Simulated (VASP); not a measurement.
Lu, 3 atoms in the cell. The structure is hexagonal, space group P6/mmm (No. 191). The conventional cell has a = 5.397 Å, b = 5.397 Å, c = 3.394 Å, α = 90.00°, β = 90.00°, γ = 120.00°. Lu (site symmetry 6/mmm) has 14 Lu at 3.39 to 3.55 Å within 4.5 Å. Lu (site symmetry -6m2) has 11 Lu at 3.12 to 3.55 Å within 4.1 Å. This isn't the form of Lu at room conditions, which is hcp.

```yaml
Program: VASP 6.6.1
Task: single point
Functional: BLYP
Potentials_or_basis: VASP PAW PBE potentials, release 64 (Lu)
Cutoff: 520 eV
k_mesh: 8 × 8 × 10
Occupations: fermi-dirac, width 0.1 eV
Spin: no spin polarisation
Dipole_correction: no
Further_INCAR_settings: ALGO = Normal; EDIFF = 1e-07; NBANDS = 44
```

Potentials or basis: VASP PAW PBE potentials, release 64 (Lu).

Command:

```console
$ cat potpaw_PBE.64/Lu/POTCAR > POTCAR
$ mpirun -np 1 vasp_std > vasp.out
```

Hardware: 1 thread of Intel Xeon 8259CL, on a shared host.

Question: How long does it take, and how much memory?

Answer: Run time: 8.9 min on 1 thread of Intel Xeon 8259CL (shared host), peak memory 0.32 GiB. Counts: scf iterations 16, k points 60.
